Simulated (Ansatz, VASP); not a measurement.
**Two plane-wave programs on GaAsSe3**

```
CELL_PARAMETERS angstrom
4.57420 0.00000 0.00000
0.00000 4.57420 0.00000
0.00000 0.00000 6.02227
ATOMIC_POSITIONS crystal
Ga 0.50000 0.50000 0.69522
As 0.00000 0.00000 0.97332
Se 0.50000 0.00000 0.19528
Se 0.00000 0.50000 0.19528
Se 0.00000 0.00000 0.54911
```

Change from the starting cell: species swapped into the LaSiPt3 type (P4mm, No. 99).

Alike in both runs: task relaxation of cell and atoms; functional PBE; k mesh 3 × 3 × 2; occupations gaussian, width 0.15 eV; no spin polarisation.

```csv
,VASP,Ansatz
version,VASP 6.6.1,Ansatz 0.2.0
potentials or method,"VASP PAW PBE potentials, release 64 (Ga_d, As, Se), cutoff 500 eV","scalar-relativistic, plane waves, PAW"
valence electrons in the cell,36,76
```

VASP gave:

| Property | Result |
| --- | --- |
| gap on the k mesh at the Fermi level, each at its own relaxed structure (eV) | none |
| relaxed volume (Å³/atom) | 26.60 |
| relaxed cell length with the largest relative difference (Å) | 6.433 |

Question: Which values does Ansatz return?

Answer: gap on the k mesh at the Fermi level, each at its own relaxed structure (eV): none; relaxed volume (Å³/atom): 26.64; relaxed cell length with the largest relative difference (Å): 6.332.

A gap of «none» marks a metal or a gap that the smearing closes. VASP's potentials hold 36 valence electrons a cell and Ansatz's 76, so a difference there can come from the potentials and not from the codes.

The k mesh is coarse, so the values compare programs but aren't converged.
